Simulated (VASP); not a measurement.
Zr2TeSe:

```xyz
4
Lattice="3.7948 0.0000 0.0000 0.0000 3.9952 0.0000 0.0000 0.0000 6.7458" Properties=species:S:1:pos:R:3 pbc="T T T"
Zr    0.0000    1.9976    5.0457
Zr    0.0000    1.9976    1.7001
Te    1.8974    1.9976    3.3729
Se    0.0000    0.0000    0.0000
```

* Program: VASP 6.6.1
* Task: relaxation of cell and atoms
* Functional: PBE
* Potentials or basis: VASP PAW PBE potentials, release 64 (Zr_sv, Te, Se)
* Cutoff: 600 eV
* k mesh: 4 × 4 × 4
* Occupations: gaussian, width 0.1 eV
* Spin: no spin polarisation

At the start: pressure 16.6 GPa; volume 25.57 Å³/atom.

Task: Where does the relaxation end?

Result: Over 10 steps the energy falls by 347.5 meV/atom and the volume is 29.39 Å³/atom (+14.9 %); space group Pmmm (No. 47, to 0.05 Å).

The path:
| step | energy change (eV) | largest force (eV/Å) | pressure (GPa) | volume (Å³) |
| --- | --- | --- | --- | --- |
| 1 | 0.0000 | 3.7988 | 16.58 | 102.27 |
| 2 | 0.0154 | 0.5730 | -8.58 | 144.96 |
| 3 | -1.3578 | 0.2775 | -1.96 | 119.65 |
| 4 | -1.3644 | 0.3715 | -1.38 | 118.67 |
| 5 | -1.3654 | 0.4303 | -1.02 | 118.08 |
| 6 | -1.3811 | 0.0541 | 0.94 | 115.55 |
| 7 | -1.3847 | 0.1026 | 0.32 | 116.29 |
| 8 | -1.3873 | 0.0405 | 0.06 | 116.91 |
| 9 | -1.3882 | 0.0251 | -0.21 | 117.56 |
| 10 | -1.3898 | 0.0102 | -0.05 | 117.54 |

Final structure:
```
CELL_PARAMETERS angstrom
4.15827 0.00000 0.00000
0.00000 3.99293 0.00000
0.00000 0.00000 7.07928
ATOMIC_POSITIONS crystal
Zr 0.00000 0.50000 0.76485
Zr 0.00000 0.50000 0.23515
Te 0.50000 0.50000 0.50000
Se 0.00000 0.00000 0.00000
```

Caveat: the k points lie up to 0.39 Å⁻¹ apart in the final cell.
